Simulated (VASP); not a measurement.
# Pt (Fm-3m) in VASP: a series of runs

Runs on Pt. Level: PBE. Tasks: single point.

All numbers are computed with VASP 6.6.1; they aren't measurements. Logs are shortened: lines on timing, memory, paths and dates and some standing lists are left out, and cuts for length are marked.

### Step 1. The cell of the first run

It takes space group Fm-3m (No. 225, cubic). The conventional cell has a = 3.922 Å, b = 3.922 Å, c = 3.922 Å, α = 90.00°, β = 90.00°, γ = 90.00°. Pt (site symmetry m-3m) has 12 Pt at 2.77 Å within 3.7 Å.

### Step 2. Single point, PBE

INCAR

```
SYSTEM = Pt
  PREC = Accurate
  ENCUT = 520
  EDIFF = 1E-6
  ISMEAR = 0
  SIGMA = 0.02
  LREAL = .False.
  LASPH = .True.
  NELM = 100
  ALGO = Normal
  ISIF = 2
  LWAVE = .False.
  LCHARG = .False.
  GGA = PE
  NBANDS = 11
```

KPOINTS

```
Automatic mesh
0
Gamma
  12 12 12
  0 0 0
```

POSCAR

```
Pt
1.0
    0.0000000000      1.9609000000      1.9609000000
    1.9609000000      0.0000000000      1.9609000000
    1.9609000000      1.9609000000      0.0000000000
Pt
1
Direct
    0.0000000000      0.0000000000      0.0000000000
```

Potentials or basis: VASP PAW PBE potentials, release 64 (Pt).

On the command line:

```bash
$ cat potpaw_PBE.64/Pt/POTCAR > POTCAR
$ mpirun -np 1 vasp_std > vasp.out
```

OUTCAR:

```text
SYSTEM = Pt
   PREC = Accurate
   ENCUT = 520
   EDIFF = 1E-6
   ISMEAR = 0
   LREAL = .False.
   LASPH = .True.
   NELM = 100
   ISIF = 2
   GGA = PE

 ion  position               nearest neighbor table
   1  0.000  0.000  0.000-

  LATTYP: Found a face centered cubic cell.
 ALAT       =     3.9218000000

  Lattice vectors:

 A1 = (   0.0000000000,   1.9609000000,   1.9609000000)
 A2 = (   1.9609000000,   0.0000000000,   1.9609000000)
 A3 = (   1.9609000000,   1.9609000000,   0.0000000000)

Analysis of symmetry for initial positions (statically):
=====================================================================
 Subroutine PRICEL returns:
 Original cell was already a primitive cell.

 Routine SETGRP: Setting up the symmetry group for a
 face centered cubic supercell.

 Subroutine GETGRP returns: Found 48 space group operations
 (whereof 48 operations were pure point group operations)
 out of a pool of 48 trial point group operations.

The static configuration has the point symmetry O_h .

Analysis of symmetry for dynamics (positions and initial velocities):
=====================================================================
 Subroutine PRICEL returns:
 Original cell was already a primitive cell.

 Routine SETGRP: Setting up the symmetry group for a
 face centered cubic supercell.

 Subroutine GETGRP returns: Found 48 space group operations
 (whereof 48 operations were pure point group operations)
 out of a pool of 48 trial point group operations.

The dynamic configuration has the point symmetry O_h .

 Subroutine INISYM returns: Found 48 space group operations
 (whereof 48 operations are pure point group operations),
 and found     1 'primitive' translations

----------------------------------------------------------------------------------------

                                     Primitive cell

  volume of cell :      15.0798

  direct lattice vectors                    reciprocal lattice vectors
     0.000000000  1.960900000  1.960900000    -0.254984956  0.254984956  0.254984956
     1.960900000  0.000000000  1.960900000     0.254984956 -0.254984956  0.254984956
     1.960900000  1.960900000  0.000000000     0.254984956  0.254984956 -0.254984956

  length of vectors
     2.773131374  2.773131374  2.773131374     0.441646899  0.441646899  0.441646899

  position of ions in fractional coordinates (direct lattice)
     0.000000000  0.000000000  0.000000000

  ion indices of the primitive-cell ions
   primitive index   ion index
                 1           1

----------------------------------------------------------------------------------------

 KPOINTS: Automatic mesh

Automatic generation of k-mesh.
 Grid dimensions read from file:
 generate k-points for:   12   12   12

 Generating k-lattice:

  Cartesian coordinates                     Fractional coordinates (reciprocal lattice)
    -0.021248746  0.021248746  0.021248746     0.083333333  0.000000000  0.000000000
     0.021248746 -0.021248746  0.021248746     0.000000000  0.083333333  0.000000000
     0.021248746  0.021248746 -0.021248746     0.000000000  0.000000000  0.083333333

  Length of vectors
     0.036803908  0.036803908  0.036803908

  Shift w.r.t. Gamma in fractional coordinates (k-lattice)
     0.000000000  0.000000000  0.000000000

 Subroutine IBZKPT returns following result:
 ===========================================

 Found     72 irreducible k-points:

 Following reciprocal coordinates:
            Coordinates               Weight
  0.000000  0.000000  0.000000      1.000000
  0.083333  0.000000  0.000000      8.000000
  0.166667  0.000000  0.000000      8.000000
  0.250000  0.000000  0.000000      8.000000
  0.333333  0.000000  0.000000      8.000000
  0.416667  0.000000  0.000000      8.000000
[... 16 lines left out ...]
  0.500000  0.166667  0.000000     24.000000
 -0.416667  0.166667  0.000000     24.000000
 [... further k-points ...]
   k-points           NKPTS =     72   k-points in BZ     NKDIM =     72   number of bands    NBANDS=     11
   number of dos      NEDOS =    301   number of ions     NIONS =      1
   total plane-waves  NPLWV =  13824
   dimension x,y,z NGX =    24 NGY =   24 NGZ =   24
   dimension x,y,z NGXF=    48 NGYF=   48 NGZF=   48
   ions per type =               1
   NGX,Y,Z   is equivalent  to a cutoff of  14.39, 14.39, 14.39 a.u.
   NGXF,Y,Z  is equivalent  to a cutoff of  28.78, 28.78, 28.78 a.u.
 SYSTEM =  Pt
   PREC   = accura    normal or accurate (medium, high low for compatibility)
   ISTART =      0    job   : 0-new  1-cont  2-samecut
   ICHARG =      2    charge: 1-file 2-atom 10-const
   ISPIN  =      1    spin polarized calculation?
   LNONCOLLINEAR =      F non collinear calculations
   LSORBIT =      F    spin-orbit coupling
   LASPH  =      T    aspherical Exc in radial PAW
   ENCUT  =  520.0 eV  38.22 Ry    6.18 a.u.   5.16  5.16  5.16*2*pi/ulx,y,z
   NELM   =    100;   NELMIN=  2; NELMDL= -5     # of ELM steps
   EDIFF  = 0.1E-05   stopping-criterion for ELM
   LREAL  =      F    real-space projection
   EDIFFG = 0.1E-04   stopping-criterion for IOM
   NSW    =      0    number of steps for IOM
   IBRION =     -1    ionic relax: 0-MD 1-quasi-New 2-CG
   NFREE  =      0    steps in history (QN), initial steepest desc. (CG)
   ISIF   =      2    stress and relaxation
   ISYM   =      2    0-nonsym 1-usesym 2-fastsym
   POTIM  = 0.5000    time-step for ionic-motion
   TEBEG  =    0.0;   TEEND  =   0.0 temperature during run
   PSTRESS=    0.0 pullay stress
   NELECT =      10.0000    total number of electrons
   NUPDOWN=      -1.0000    fix difference up-down
   EMIN   =  10.00;   EMAX   =-10.00  energy-range for DOS
   EFERMI =   0.00;   METHOD = LEGACY
   ISMEAR =     0;   SIGMA  =   0.02  broadening in eV -4-tet -1-fermi 0-gaus
   EFERMI_NEDOS =   21; number of points for ismear=-14 and -15
   IALGO  =     38    algorithm
   IMIX   =      4    mixing-type and parameters
     AMIX     =   0.40;   BMIX     =  1.00
     AMIX_MAG =   1.60;   BMIX_MAG =  1.00
  volume/ion in A,a.u.               =      15.08       101.76
  Fermi-wavevector in a.u.,A,eV,Ry     =   1.427609  2.697791 27.729605  2.038068
  Thomas-Fermi vector in A             =   2.547760
   LORBIT       =      0    0 simple, 1 ext, 2 COOP (PROOUT), +10 PAW based schemes
   GGA     = PE    functional components
   LHFCALC =     F    Hartree Fock is set to
   AEXX    =    0.0000 exact exchange contribution
   IVDW    =     0    specifies the selected vdW correction
   LEPSILON=     F    determine dielectric tensor
   LRPA    =     F    only Hartree local field effects (RPA)
 non-spin polarized calculation
 Gauss-broadening in eV      SIGMA  =   0.02
  energy-cutoff  :      520.00
  volume of cell :       15.08
 maximum number of plane-waves:       419
 NGX is ok and might be reduce to    24
   NGX = 11   NGY = 11   NGZ = 11

 number of electron      10.0000000 magnetization

 Free energy of the ion-electron system (eV)
  ---------------------------------------------------
  ext. energy  EPLUGINS =         0.00000000
  ---------------------------------------------------
  free energy    TOTEN  =        -6.08330473 eV

  energy without entropy =       -6.08215160  energy(sigma->0) =       -6.08272816

 E-fermi :  11.2957     XC(G=0): -13.4889

 val. band max:       11.2918441733   @ k =  -0.4167   0.4167   0.1667
 cond. band min:      11.2987136863   @ k =   0.5000   0.4167   0.0833
 fundamental gap:      0.0068695129
 Fermi energy:        11.2957423902

 k-point     1 :       0.0000    0.0000    0.0000
  band No.  band energies     occupation
      1       1.0490      2.00000
      2       7.4877      2.00000
      3       7.4877      2.00000
      4       7.4877      2.00000
      5       9.6442      2.00000
      6       9.6442      2.00000
      7      25.9054      0.00000
      8      30.8719      0.00000
      9      30.8719      0.00000
     10      30.8719      0.00000
     11      36.2128      0.00000

 k-point     2 :       0.0833    0.0000    0.0000
  band No.  band energies     occupation
      1       1.3267      2.00000
      2       7.3668      2.00000
      3       7.5955      2.00000
      4       7.5955      2.00000
      5       9.5861      2.00000
      6       9.5861      2.00000
      7      26.3322      0.00000
      8      29.5456      0.00000
      9      31.2994      0.00000
     10      31.2994      0.00000
     11      37.5835      0.00000

 k-point     3 :       0.1667    0.0000    0.0000
  band No.  band energies     occupation
      1       2.0969      2.00000
      2       7.1253      2.00000
      3       7.8150      2.00000
      4       7.8150      2.00000
      5       9.5392      2.00000
      6       9.5392      2.00000
      7      27.1740      0.00000
      8      27.3346      0.00000
      9      32.4893      0.00000
     10      32.4893      0.00000
     11      36.2181      0.00000

 k-point     4 :       0.2500    0.0000    0.0000
  band No.  band energies     occupation
      1       3.0967      2.00000
      2       7.1354      2.00000
      3       7.8604      2.00000
      4       7.8604      2.00000
      5       9.8214      2.00000
      6       9.8214      2.00000
      7      24.5769      0.00000
      8      27.6472      0.00000
      9      33.9228      0.00000
     10      33.9228      0.00000
     11      34.7927      0.00000
[... 239 lines left out ...]
 k-point    22 :       0.4167    0.1667    0.0000
  band No.  band energies     occupation
      1       4.6195      2.00000
      2       6.8188      2.00000
      3       7.3545      2.00000
      4       8.3863      2.00000
      5      11.2526      1.99773
      6      11.8100      0.00000
      7      20.7247      0.00000
      8      27.2296      0.00000
      9      28.6223      0.00000
     10      30.4854      0.00000
     11      37.9124      0.00000

 k-point    23 :       0.5000    0.1667    0.0000
  band No.  band energies     occupation
      1       4.7045      2.00000
      2       6.8308      2.00000
      3       8.0803      2.00000
      4       8.1953      2.00000
      5      11.3804      0.00000
      6      13.7459      0.00000
      7      17.7380      0.00000
      8      26.4690      0.00000
      9      28.6974      0.00000
     10      29.1092      0.00000
     11      38.6019      0.00000

 k-point    24 :      -0.4167    0.1667    0.0000
  band No.  band energies     occupation
      1       4.7629      2.00000
      2       6.8447      2.00000
      3       8.1056      2.00000
      4       8.3945      2.00000
      5      10.9820      2.00000
      6      14.3050      0.00000
      7      17.3056      0.00000
      8      26.0858      0.00000
      9      28.1858      0.00000
     10      29.8221      0.00000
     11      38.1477      0.00000

 [... further k-points ...]
[... 5 lines left out ...]
  --------------------------------------------------------------------------------------
  -------------------------------------------------------------------------------------
  Total        0.9119784      0.9119784      0.9119784     -0.0000000      0.0000000      0.0000000
  in kB       96.8944308     96.8944308     96.8944308     -0.0000000      0.0000000      0.0000000
  external PRESSURE =      96.8944308 kB  Pullay stress =       0.0000000 kB

 VOLUME and BASIS-vectors are now :
 -----------------------------------------------------------------------------
  energy-cutoff  :      520.00
  volume of cell :       15.08
      direct lattice vectors                 reciprocal lattice vectors
     0.000000000  1.960900000  1.960900000    -0.254984956  0.254984956  0.254984956
     1.960900000  0.000000000  1.960900000     0.254984956 -0.254984956  0.254984956
     1.960900000  1.960900000  0.000000000     0.254984956  0.254984956 -0.254984956

 POSITION                                       TOTAL-FORCE (eV/Angst)
 -----------------------------------------------------------------------------------
      0.00000      0.00000      0.00000        -0.000000     -0.000000     -0.000000
 -----------------------------------------------------------------------------------
    total drift:                               -0.000000      0.000000     -0.000000

  FREE ENERGIE OF THE ION-ELECTRON SYSTEM (eV)
  ---------------------------------------------------
  free  energy   TOTEN  =        -6.0833047307 eV

  energy  without entropy=       -6.0821515966  energy(sigma->0) =       -6.08272816
```

Run time: 4.4 s. Hardware: 1 thread of Intel Xeon 6975P-C (Granite Rapids), shared host; peak memory 0.14 GiB.

Results:

```
Free energy            : -6.0833 eV
Pressure               : 9.7 GPa
Band gap on the k mesh : zero (band 5 reaches 11.78 eV, above the bottom of band 6 at 9.54 eV)
```

Levels at points of the mesh, in eV from the Fermi level:
```tsv
k point	band 1	band 2	band 3	band 4	band 5	band 6	band 7	band 8	band 9	band 10
(0.00, 0.00, 0.00)	-10.25	-3.81	-3.81	-3.81	-1.65	-1.65	14.61	19.58	19.58	19.58
(0.50, 0.00, 0.00)	-7.35	-3.87	-3.87	-0.50	0.02	0.02	5.82	14.18	18.96	18.96
(0.50, 0.50, 0.00)	-7.10	-6.64	-0.01	0.48	0.48	1.75	8.86	11.37	11.37	20.12
```

Caveat: spin-orbit coupling is left out, which moves the levels of the heavy elements.

### Step 3. Single point, PBE

INCAR

```
SYSTEM = Pt
PREC = Accurate
ENCUT = 520
EDIFF = 1E-6
ISMEAR = 0
SIGMA = 0.020999999999999998
LREAL = .False.
LASPH = .True.
NELM = 60
ALGO = Normal
ISIF = 2
LWAVE = .False.
LCHARG = .True.
GGA = PE
LELF = .True.
LVHAR = .True.
NBANDS = 11
```

KPOINTS is that of step 2.

POSCAR is that of step 2.

Potentials or basis: VASP PAW PBE potentials, release 64 (Pt).

On the command line:

```bash
$ cat potpaw_PBE.64/Pt/POTCAR > POTCAR
$ mpirun -np 1 vasp_std > vasp.out
```

Run time: 4.8 s. Hardware: 1 thread of Intel Xeon 6975P-C (Granite Rapids), shared host; peak memory 0.14 GiB.

Results (log left out):

```
Free energy            : -6.0834 eV
Pressure               : 9.7 GPa
Band gap on the k mesh : zero (band 5 reaches 11.78 eV, above the bottom of band 6 at 9.54 eV)
```

Levels at points of the mesh, in eV from the Fermi level:
| k point | band 2 | band 3 | band 4 | band 5 | band 6 | band 7 | band 8 | band 9 |
| --- | --- | --- | --- | --- | --- | --- | --- | --- |
| (0.00, 0.00, 0.00) | -3.81 | -3.81 | -3.81 | -1.65 | -1.65 | 14.61 | 19.58 | 19.58 |
| (0.50, 0.00, 0.00) | -3.87 | -3.87 | -0.50 | 0.02 | 0.02 | 5.82 | 14.18 | 18.96 |
| (0.50, 0.50, 0.00) | -6.64 | -0.01 | 0.48 | 0.48 | 1.75 | 8.86 | 11.37 | 11.37 |

Caveat: spin-orbit coupling is left out, which moves the levels of the heavy elements.

### Step 4. Single point, PBE

INCAR

```
SYSTEM = Pt
ALGO = Normal
EDIFF = 1E-7
ENCUT = 520
GGA = PE
ISIF = 2
ISMEAR = 0
LASPH = .TRUE.
LCHARG = .FALSE.
LREAL = .FALSE.
LWAVE = .FALSE.
NBANDS = 11
NELM = 80
PREC = Accurate
SIGMA = 0.022
```

KPOINTS

```
k-points
0
G
  12 12 12
  0 0 0
```

POSCAR is that of step 3.

On the command line:

```bash
$ cat potpaw_PBE.64/Pt/POTCAR > POTCAR
$ mpirun -np 1 vasp_std > vasp.out
```

Run time: 4.8 s. Hardware: 1 thread of Intel Xeon 6975P-C (Granite Rapids), shared host; peak memory 0.14 GiB.

Results (log left out):

| Quantity | Value |
| --- | --- |
| Free energy | -6.0834 eV |
| Pressure | 9.7 GPa |
| Band gap on the k mesh | zero (band 5 reaches 11.78 eV, above the bottom of band 6 at 9.54 eV) |

Levels at points of the mesh, in eV from the Fermi level:
```
           k point  band 3  band 4  band 5  band 6  band 7  band 8
(0.00, 0.00, 0.00)   -3.81   -3.81   -1.65   -1.65   14.61   19.58
(0.50, 0.00, 0.00)   -3.87   -0.50    0.02    0.02    5.82   14.18
(0.50, 0.50, 0.00)   -0.01    0.48    0.48    1.75    8.86   11.37
```

Caveat: spin-orbit coupling is left out, which moves the levels of the heavy elements.

### Step 5. Summary

| smearing | gap on the mesh (eV) | pressure (GPa) |
| --- | --- | --- |
| gaussian 0.02 eV | none | 9.7 |
| gaussian 0.021 eV | none | 9.7 |
| gaussian 0.022 eV | none | 9.7 |

Alike in all rows: task single point; level PBE; potentials or basis VASP PAW PBE potentials, release 64 (Pt); no spin polarisation; cell as given; k mesh 12 × 12 × 12; cutoff (eV) 520.

Every run on the cell as given and a fine mesh finds a metal.

Caveats: spin-orbit coupling is left out, which moves the levels of the heavy elements.

Absolute energies hang on the potentials; compare differences alone.
